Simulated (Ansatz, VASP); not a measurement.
# One calculation of BP, two programs

POSCAR

```
BP
1.0
    0.0000000000      2.2383340787      2.2383340787
    2.2383340787      0.0000000000      2.2383340787
    2.2383340787      2.2383340787      0.0000000000
P B
1 1
Direct
    0.7500000000      0.7500000000      0.7500000000
    0.0000000000      0.0000000000      0.0000000000
```

The input INCAR.step1:

```
SYSTEM = BP
ALGO = Normal
EDIFF = 1E-4
ENCUT = 520
GGA = PE
ISMEAR = -1
LASPH = .True.
LCHARG = .False.
LREAL = .False.
LWAVE = .True.
NBANDS = 11
NELM = 100
PREC = Accurate
SIGMA = 0.05
```

INCAR.step2

```
SYSTEM = BP
ALGO = Normal
EDIFF = 1E-7
ENCUT = 520
ISIF = 2
ISMEAR = -1
ISTART = 1
LASPH = .True.
LCHARG = .True.
LELF = .True.
LMIXTAU = .True.
LREAL = .False.
LVHAR = .True.
LWAVE = .False.
METAGGA = R2SCAN
NBANDS = 11
NELM = 100
PREC = Accurate
SIGMA = 0.05
```

File KPOINTS:

```
k-points
0
Gamma
  10 10 10
  0 0 0
```

Contents of input.yaml:

```yaml
crystal:
  lattice:
    - [0.0, 2.2383340787, 2.2383340787]
    - [2.2383340787, 0.0, 2.2383340787]
    - [2.2383340787, 2.2383340787, 0.0]
  atoms:
    - { symbol: P, position: [0.75, 0.75, 0.75] }
    - { symbol: B, position: [0.0, 0.0, 0.0] }
hamiltonian:
  xc: r2scan
  pseudopotentials: { kind: paw }
kpoints:
  mp_grid: { grid: [10, 10, 10] }
scf:
  occupations: { method: fermi_dirac, width: 0.05 }
output:
  forces: true
  stress: true
  eigenvalues: true
```

Alike in both runs: task single point; functional r2SCAN; k mesh 10 × 10 × 10; occupations fermi-dirac, width 0.05 eV; no spin polarisation.

```csv
,VASP,Ansatz
version,VASP 6.6.1,Ansatz 0.2.0
potentials or method,"VASP PAW PBE potentials, release 64 (P, B)",Ansatz PAW
plane-wave cutoff (eV),520,500
valence electrons in the cell,8,8
```

|  | VASP | Ansatz | Ansatz less VASP |
| --- | --- | --- | --- |
| gap on the k mesh at the Fermi level (eV) | 1.39 | 1.36 | -0.030 |
| least direct gap on the mesh (eV) | 3.71 | 3.67 | -0.040 |
| pressure (GPa) | 6.7 | 7.3 | +0.55 |

VASP's potentials were made for PBE, not for r2SCAN.
